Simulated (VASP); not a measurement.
# SnO2 (Fm-3m) in VASP: a series of runs

Runs on SnO2. Level: PBE. Tasks: single point.

Program: VASP 6.6.1. These are calculated values, not measurements. Logs are shortened: lines on timing, memory, paths and dates and some standing lists are left out, and cuts for length are marked.

### Step 1. The cell of the first run

Symmetry: Fm-3m, No. 225, cubic system. The conventional cell has a = 5.249 Å, b = 5.249 Å, c = 5.249 Å, α = 90.00°, β = 90.00°, γ = 90.00°. Sn (site symmetry m-3m) has 8 O at 2.27 Å within 3.0 Å. Within 3.0 Å of O (site symmetry -43m) lie 4 Sn at 2.27 Å and 6 O at 2.62 Å.

### Step 2. Single point, PBE (volume scaled by 1.06)

Contents of INCAR:

```
SYSTEM = SnO2
ALGO     = Normal         ! electronic algorithm
EDIFF    = 1E-7           ! SCF threshold, eV
ENCUT    = 520            ! plane-wave cutoff, eV
GGA      = PE             ! functional
ISIF     = 2              ! what is computed and relaxed
ISMEAR   = -1             ! smearing method
LASPH    = .TRUE.         ! aspherical terms in the spheres
LCHARG   = .TRUE.         ! write CHGCAR
LELF     = .TRUE.         ! ELF
LREAL    = .FALSE.        ! projectors in reciprocal space
LVHAR    = .TRUE.       
LWAVE    = .FALSE.        ! write WAVECAR
NBANDS   = 20             ! bands
NELM     = 80             ! most SCF steps
PREC     = Accurate       ! precision mode
SIGMA    = 0.05           ! smearing width, eV
```

Contents of KPOINTS:

```
k-points
0
G
  9 9 9
  0 0 0
```

Contents of POSCAR:

```
SnO2
1.0
    0.0000000000      2.6246363468      2.6246363468
    2.6246363468      0.0000000000      2.6246363468
    2.6246363468      2.6246363468      0.0000000000
Sn O
1 2
Direct
    0.0000000000      0.0000000000      0.0000000000
    0.7500000000      0.7500000000      0.7500000000
    0.2500000000      0.2500000000      0.2500000000
```

Potentials or basis: VASP PAW PBE potentials, release 64 (Sn_d, O).

Started as:

```sh
cat potpaw_PBE.64/Sn_d/POTCAR potpaw_PBE.64/O/POTCAR > POTCAR
mpirun -np 1 vasp_std > vasp.out
```

OUTCAR:

```text
SYSTEM = SnO2
   EDIFF = 1E-7
   ENCUT = 520
   GGA = PE
   ISIF = 2
   ISMEAR = -1
   LASPH = .TRUE.
   LREAL = .FALSE.
   NELM = 80
   PREC = Accurate

 ion  position               nearest neighbor table
   1  0.000  0.000  0.000-   2 2.27   2 2.27   2 2.27   2 2.27   3 2.27   3 2.27   3 2.27   3 2.27

   2  0.750  0.750  0.750-   1 2.27   1 2.27   1 2.27   1 2.27
   3  0.250  0.250  0.250-   1 2.27   1 2.27   1 2.27   1 2.27

  LATTYP: Found a face centered cubic cell.
 ALAT       =     5.2492726936

  Lattice vectors:

 A1 = (   0.0000000000,   2.6246363468,   2.6246363468)
 A2 = (   2.6246363468,   0.0000000000,   2.6246363468)
 A3 = (   2.6246363468,   2.6246363468,   0.0000000000)

Analysis of symmetry for initial positions (statically):
=====================================================================
 Subroutine PRICEL returns:
 Original cell was already a primitive cell.

 Routine SETGRP: Setting up the symmetry group for a
 face centered cubic supercell.

 Subroutine GETGRP returns: Found 48 space group operations
 (whereof 48 operations were pure point group operations)
 out of a pool of 48 trial point group operations.

The static configuration has the point symmetry O_h .

Analysis of symmetry for dynamics (positions and initial velocities):
=====================================================================
 Subroutine PRICEL returns:
 Original cell was already a primitive cell.

 Routine SETGRP: Setting up the symmetry group for a
 face centered cubic supercell.

 Subroutine GETGRP returns: Found 48 space group operations
 (whereof 48 operations were pure point group operations)
 out of a pool of 48 trial point group operations.

The dynamic configuration has the point symmetry O_h .

 Subroutine INISYM returns: Found 48 space group operations
 (whereof 48 operations are pure point group operations),
 and found     1 'primitive' translations

----------------------------------------------------------------------------------------

                                     Primitive cell

  volume of cell :      36.1607

  direct lattice vectors                    reciprocal lattice vectors
     0.000000000  2.624636347  2.624636347    -0.190502582  0.190502582  0.190502582
     2.624636347  0.000000000  2.624636347     0.190502582 -0.190502582  0.190502582
     2.624636347  2.624636347  0.000000000     0.190502582  0.190502582 -0.190502582

  length of vectors
     3.711796318  3.711796318  3.711796318     0.329960150  0.329960150  0.329960150

  position of ions in fractional coordinates (direct lattice)
     0.000000000  0.000000000  0.000000000
     0.750000000  0.750000000  0.750000000
     0.250000000  0.250000000  0.250000000

  ion indices of the primitive-cell ions
   primitive index   ion index
                 1           1
                 2           2
                 3           3

----------------------------------------------------------------------------------------

 KPOINTS: k-points

Automatic generation of k-mesh.
 Grid dimensions read from file:
 generate k-points for:    9    9    9

 Generating k-lattice:

  Cartesian coordinates                     Fractional coordinates (reciprocal lattice)
    -0.021166954  0.021166954  0.021166954     0.111111111  0.000000000  0.000000000
     0.021166954 -0.021166954  0.021166954     0.000000000  0.111111111  0.000000000
     0.021166954  0.021166954 -0.021166954     0.000000000  0.000000000  0.111111111

  Length of vectors
     0.036662239  0.036662239  0.036662239

  Shift w.r.t. Gamma in fractional coordinates (k-lattice)
     0.000000000  0.000000000  0.000000000

 Subroutine IBZKPT returns following result:
 ===========================================

 Found     35 irreducible k-points:

 Following reciprocal coordinates:
            Coordinates               Weight
  0.000000  0.000000  0.000000      1.000000
  0.111111  0.000000  0.000000      8.000000
  0.222222  0.000000  0.000000      8.000000
  0.333333  0.000000  0.000000      8.000000
  0.444444  0.000000  0.000000      8.000000
  0.111111  0.111111  0.000000      6.000000
[... 16 lines left out ...]
 -0.333333  0.333333  0.000000     12.000000
  0.444444  0.444444  0.000000      6.000000
 [... further k-points ...]
   k-points           NKPTS =     35   k-points in BZ     NKDIM =     35   number of bands    NBANDS=     20
   number of dos      NEDOS =    301   number of ions     NIONS =      3
   total plane-waves  NPLWV =  21952
   dimension x,y,z NGX =    28 NGY =   28 NGZ =   28
   dimension x,y,z NGXF=    56 NGYF=   56 NGZF=   56
   ions per type =               1   2
   NGX,Y,Z   is equivalent  to a cutoff of  12.54, 12.54, 12.54 a.u.
   NGXF,Y,Z  is equivalent  to a cutoff of  25.08, 25.08, 25.08 a.u.
 SYSTEM =  SnO2
   PREC   = accura    normal or accurate (medium, high low for compatibility)
   ISTART =      0    job   : 0-new  1-cont  2-samecut
   ICHARG =      2    charge: 1-file 2-atom 10-const
[... 41 lines left out ...]
   NGX = 13   NGY = 13   NGZ = 13

 number of electron      26.0000016 magnetization

 Free energy of the ion-electron system (eV)
  ---------------------------------------------------
  ext. energy  EPLUGINS =         0.00000000
  ---------------------------------------------------
  free energy    TOTEN  =       -17.85720688 eV

  energy without entropy =      -17.85641340  energy(sigma->0) =      -17.85681014

 E-fermi :   6.7004     XC(G=0): -11.3506

 val. band max:        6.4930135207   @ k =  -0.4444   0.4444   0.0000
 cond. band min:       7.2349988526   @ k =   0.1111   0.0000   0.0000
 fundamental gap:      0.7419853319
 Fermi energy:         6.7004459675

 k-point     1 :       0.0000    0.0000    0.0000
  band No.  band energies     occupation
      1     -14.0274      2.00000
      2     -14.0274      2.00000
      3     -14.0274      2.00000
      4     -13.9376      2.00000
      5     -13.9376      2.00000
      6     -12.2529      2.00000
[... 12 lines left out ...]
     19      21.3549      0.00000
     20      21.3549      0.00000

 k-point     2 :       0.1111    0.0000    0.0000
  band No.  band energies     occupation
      1     -14.0581      2.00000
      2     -14.0209      2.00000
      3     -14.0209      2.00000
      4     -13.9377      2.00000
      5     -13.9377      2.00000
      6     -12.1449      2.00000
[... 12 lines left out ...]
     19      21.3585      0.00000
     20      21.3585      0.00000

 k-point     3 :       0.2222    0.0000    0.0000
  band No.  band energies     occupation
      1     -14.1424      2.00000
      2     -14.0079      2.00000
      3     -14.0079      2.00000
      4     -13.9344      2.00000
      5     -13.9344      2.00000
      6     -11.8131      2.00000
[... 12 lines left out ...]
     19      21.3764      0.00000
     20      21.5658      0.00000

 k-point     4 :       0.3333    0.0000    0.0000
  band No.  band energies     occupation
      1     -14.2443      2.00000
      2     -14.0006      2.00000
      3     -14.0006      2.00000
      4     -13.9229      2.00000
      5     -13.9229      2.00000
      6     -11.2797      2.00000
[... 12 lines left out ...]
     19      21.3813      0.00000
     20      21.8012      0.00000

 k-point     5 :       0.4444    0.0000    0.0000
  band No.  band energies     occupation
      1     -14.3121      2.00000
      2     -13.9998      2.00000
      3     -13.9998      2.00000
      4     -13.9113      2.00000
      5     -13.9113      2.00000
      6     -10.6564      2.00000
[... 12 lines left out ...]
     19      21.3348      0.00000
     20      21.3348      0.00000
[... 353 lines left out ...]
      6     -10.9085      2.00000
[... 12 lines left out ...]
     19      23.0812      0.00000
     20      24.1456      0.00000

 k-point    22 :      -0.4444    0.3333    0.0000
  band No.  band energies     occupation
      1     -14.3166      2.00000
      2     -14.0354      2.00000
      3     -13.9691      2.00000
      4     -13.9357      2.00000
      5     -13.9132      2.00000
      6     -10.4850      2.00000
[... 12 lines left out ...]
     19      22.9042      0.00000
     20      24.3734      0.00000

 k-point    23 :      -0.3333    0.3333    0.0000
  band No.  band energies     occupation
      1     -14.2382      2.00000
      2     -14.1233      2.00000
      3     -13.9569      2.00000
      4     -13.9413      2.00000
      5     -13.9286      2.00000
      6     -10.0673      2.00000
[... 12 lines left out ...]
     19      22.0060      0.00000
     20      24.8936      0.00000

 k-point    24 :       0.4444    0.4444    0.0000
  band No.  band energies     occupation
      1     -14.3939      2.00000
      2     -13.9828      2.00000
      3     -13.9195      2.00000
      4     -13.9195      2.00000
      5     -13.9071      2.00000
      6     -10.8503      2.00000
[... 12 lines left out ...]
     19      23.4368      0.00000
     20      23.4469      0.00000

 [... further k-points ...]

------------------------ aborting loop because EDIFF is reached ----------------------------------------

  FORCE on cell =-STRESS in cart. coord.  units (eV):
  Direction    XX          YY          ZZ          XY          YZ          ZX
  --------------------------------------------------------------------------------------
  -------------------------------------------------------------------------------------
  Total       -2.1297234     -2.1297234     -2.1297234      0.0000000      0.0000000      0.0000000
  in kB      -94.3618351    -94.3618351    -94.3618351      0.0000000      0.0000000      0.0000000
  external PRESSURE =     -94.3618351 kB  Pullay stress =       0.0000000 kB

 VOLUME and BASIS-vectors are now :
 -----------------------------------------------------------------------------
  energy-cutoff  :      520.00
  volume of cell :       36.16
      direct lattice vectors                 reciprocal lattice vectors
     0.000000000  2.624636347  2.624636347    -0.190502582  0.190502582  0.190502582
     2.624636347  0.000000000  2.624636347     0.190502582 -0.190502582  0.190502582
     2.624636347  2.624636347  0.000000000     0.190502582  0.190502582 -0.190502582

 POSITION                                       TOTAL-FORCE (eV/Angst)
 -----------------------------------------------------------------------------------
      0.00000      0.00000      0.00000        -0.000000     -0.000000     -0.000000
      3.93695      3.93695      3.93695         0.000000      0.000000      0.000000
      1.31232      1.31232      1.31232         0.000000     -0.000000     -0.000000
 -----------------------------------------------------------------------------------
    total drift:                                0.000000     -0.000000      0.000000

  FREE ENERGIE OF THE ION-ELECTRON SYSTEM (eV)
  ---------------------------------------------------
  free  energy   TOTEN  =       -17.8572068809 eV

  energy  without entropy=      -17.8564134017  energy(sigma->0) =      -17.85681014
```

Run time: 17 s. Hardware: 1 thread of Intel Xeon Platinum 8488C (Sapphire Rapids), shared host; peak memory 0.17 GiB.

What came out:

| Property | Result |
| --- | --- |
| Free energy | -17.8572 eV |
| Pressure | -9.4 GPa |
| Band gap on the k mesh | zero (band 13 reaches 6.49 eV, above the bottom of band 14 at 5.84 eV) |

Caveat: the cell differs from its parent crystal (volume scaled by 1.06); spin-orbit coupling is left out, which moves the levels of the heavy elements.

### Step 3. Single point, PBE (volume scaled by 0.94)

Contents of INCAR:

```
PREC = Accurate
ENCUT = 520
EDIFF = 1E-6
ISMEAR = -1
SIGMA = 0.05
LREAL = False
LASPH = True
NELM = 100
ALGO = Normal
ISIF = 2
LWAVE = False
LCHARG = False
GGA = PE
NBANDS = 20
```

Contents of KPOINTS:

```
Automatic mesh
0
Gamma
  9 9 9
```

Contents of POSCAR:

```
SnO2
1.0
    0.0000000000      2.5216015818      2.5216015818
    2.5216015818      0.0000000000      2.5216015818
    2.5216015818      2.5216015818      0.0000000000
Sn O
1 2
Direct
    0.0000000000      0.0000000000      0.0000000000
    0.7500000000      0.7500000000      0.7500000000
    0.2500000000      0.2500000000      0.2500000000
```

Potentials or basis: VASP PAW PBE potentials, release 64 (Sn_d, O).

Started as:

```sh
cat potpaw_PBE.64/Sn_d/POTCAR potpaw_PBE.64/O/POTCAR > POTCAR
mpirun -np 1 vasp_std > vasp.out
```

Wall time 10 s (1 thread of Intel Xeon 6975P-C (Granite Rapids), shared host); peak memory 0.16 GiB.

It converged, with:

```
Free energy            : -17.8331 eV
Pressure               : 13.4 GPa
Band gap on the k mesh : 0.51 eV, indirect (least direct gap 1.85 eV)
```

Levels at points of the mesh, in eV from the valence-band top:
```
           k point  band 11  band 12  band 13  band 14  band 15  band 16
(0.00, 0.00, 0.00)    -1.34    -1.34    -1.34     0.51     7.26     7.26
```

Caveat: the cell differs from its parent crystal (volume scaled by 0.94); spin-orbit coupling is left out, which moves the levels of the heavy elements.

### Step 4. Single point, PBE (volume scaled by 0.98)

Contents of INCAR:

```
SYSTEM = SnO2
  ALGO = Normal
  EDIFF = 1E-6
  ENCUT = 520
  GGA = PE
  ISIF = 2
  ISMEAR = -1
  LASPH = .TRUE.
  LCHARG = .FALSE.
  LREAL = .FALSE.
  LWAVE = .FALSE.
  NBANDS = 20
  NELM = 100
  PREC = Accurate
  SIGMA = 0.05
```

Contents of KPOINTS:

```
k-points
0
G
  9 9 9
  0 0 0
```

Contents of POSCAR:

```
SnO2
1.0
    0.0000000000      2.5568733049      2.5568733049
    2.5568733049      0.0000000000      2.5568733049
    2.5568733049      2.5568733049      0.0000000000
Sn O
1 2
Direct
    0.0000000000      0.0000000000      0.0000000000
    0.7500000000      0.7500000000      0.7500000000
    0.2500000000      0.2500000000      0.2500000000
```

Started as:

```sh
cat potpaw_PBE.64/Sn_d/POTCAR potpaw_PBE.64/O/POTCAR > POTCAR
mpirun -np 1 vasp_std > vasp.out
```

Wall time 10 s (1 thread of Intel Xeon 6975P-C (Granite Rapids), shared host); peak memory 0.16 GiB.

It converged, with:

| Property | Result |
| --- | --- |
| Free energy | -17.9080 eV |
| Pressure | 4.1 GPa |

Levels at points of the mesh, in eV from the Fermi level:
| k point | band 9 | band 10 | band 11 | band 12 | band 13 | band 14 | band 15 | band 16 | band 17 | band 18 |
| --- | --- | --- | --- | --- | --- | --- | --- | --- | --- | --- |
| (0.00, 0.00, 0.00) | -2.98 | -2.98 | -1.48 | -1.48 | -1.48 | -0.12 | 6.91 | 6.91 | 6.91 | 13.21 |

Caveat: the cell differs from its parent crystal (volume scaled by 0.98); spin-orbit coupling is left out, which moves the levels of the heavy elements.

### Step 5. Single point, PBE

This run uses another cell than the first one, of 11.37 Å³/atom, 0.943 times its volume.

Contents of INCAR:

```
PREC     = Accurate       # precision mode
ENCUT    = 520            # plane-wave cutoff, eV
EDIFF    = 1E-7           # SCF threshold, eV
ISMEAR   = -1             # smearing method
SIGMA    = 0.05           # smearing width, eV
LREAL    = False          # projectors in reciprocal space
LASPH    = True           # aspherical terms in the spheres
NELM     = 80             # most SCF steps
ALGO     = Normal         # electronic algorithm
ISIF     = 2              # what is computed and relaxed
LWAVE    = False          # write WAVECAR
LCHARG   = False          # write CHGCAR
GGA      = PE             # functional
NBANDS   = 20             # bands
```

Contents of KPOINTS:

```
regular mesh
0
Gamma
  9 9 9
```

Contents of POSCAR:

```
SnO2
1.0
    0.0000000000      2.5741500000      2.5741500000
    2.5741500000      0.0000000000      2.5741500000
    2.5741500000      2.5741500000      0.0000000000
Sn O
1 2
Direct
    0.0000000000      0.0000000000      0.0000000000
    0.7500000000      0.7500000000      0.7500000000
    0.2500000000      0.2500000000      0.2500000000
```

Started as:

```sh
cat potpaw_PBE.64/Sn_d/POTCAR potpaw_PBE.64/O/POTCAR > POTCAR
mpirun -np 1 vasp_std > vasp.out
```

Wall time 12 s (1 thread of Intel Xeon 6975P-C (Granite Rapids), shared host); peak memory 0.16 GiB.

The run converged. Its results:

* Free energy: -17.9176 eV
* Pressure: 0.1 GPa
* Band gap on the k mesh: zero (band 13 reaches 7.27 eV, above the bottom of band 14 at 7.16 eV)

Levels at points of the mesh, in eV from the Fermi level:
```tsv
k point	band 9	band 10	band 11	band 12	band 13	band 14	band 15	band 16	band 17	band 18
(0.00, 0.00, 0.00)	-2.92	-2.92	-1.44	-1.44	-1.44	-0.32	6.84	6.84	6.84	13.08
```

Caveat: spin-orbit coupling is left out, which moves the levels of the heavy elements.

### Step 6. Single point, PBE (volume scaled by 1.06)

Contents of INCAR:

```
ALGO = Normal ; EDIFF = 1E-6
ENCUT = 520 ; GGA = PE
ISIF = 2 ; ISMEAR = -1
LASPH = True ; LCHARG = False
LREAL = False ; LWAVE = False
NBANDS = 20 ; NELM = 60
PREC = Accurate ; SIGMA = 0.05
```

Contents of KPOINTS:

```
k-points
0
Gamma
  9 9 9
```

Contents of POSCAR:

```
SnO2
1.0
    0.0000000000      2.6246363468      2.6246363468
    2.6246363468      0.0000000000      2.6246363468
    2.6246363468      2.6246363468      0.0000000000
Sn O
1 2
Direct
    0.0000000000      0.0000000000      0.0000000000
    0.7500000000      0.7500000000      0.7500000000
    0.2500000000      0.2500000000      0.2500000000
```

Potentials or basis: VASP PAW PBE potentials, release 64 (Sn_d, O).

Started as:

```sh
cat potpaw_PBE.64/Sn_d/POTCAR potpaw_PBE.64/O/POTCAR > POTCAR
mpirun -np 1 vasp_std > vasp.out
```

It took 10 s on 1 thread of Intel Xeon 6975P-C (Granite Rapids), shared host; peak memory 0.16 GiB.

The run converged. Its results:

```yaml
Free_energy: -17.8572 eV
Pressure: -9.4 GPa
Band_gap_on_the_k_mesh: zero (band 13 reaches 6.49 eV, above the bottom of band 14 at 5.84 eV)
```

Levels at points of the mesh, in eV from the Fermi level:
```
           k point  band 10  band 11  band 12  band 13  band 14  band 15  band 16  band 17
(0.00, 0.00, 0.00)    -2.76    -1.35    -1.35    -1.35    -0.86     6.63     6.63     6.63
```

Caveat: the cell differs from its parent crystal (volume scaled by 1.06); spin-orbit coupling is left out, which moves the levels of the heavy elements.

### Step 7. The runs side by side

```csv
cell,gap on the mesh (eV),pressure (GPa)
"a = 3.712 Å, angles 60.0°, 3 atoms",none,-9.4
"a = 3.566 Å, angles 60.0°, 3 atoms",0.51,13.4
"a = 3.616 Å, angles 60.0°, 3 atoms",-,4.1
"a = 3.640 Å, angles 60.0°, 3 atoms",none,0.1
```

Alike in all rows: task single point; level PBE; potentials or basis VASP PAW PBE potentials, release 64 (Sn_d, O); no spin polarisation; k mesh 9 × 9 × 9; cutoff (eV) 520; smearing fermi-dirac 0.05 eV.

Caveats: spin-orbit coupling is left out, which moves the levels of the heavy elements.

Absolute energies hang on the potentials; compare differences alone.
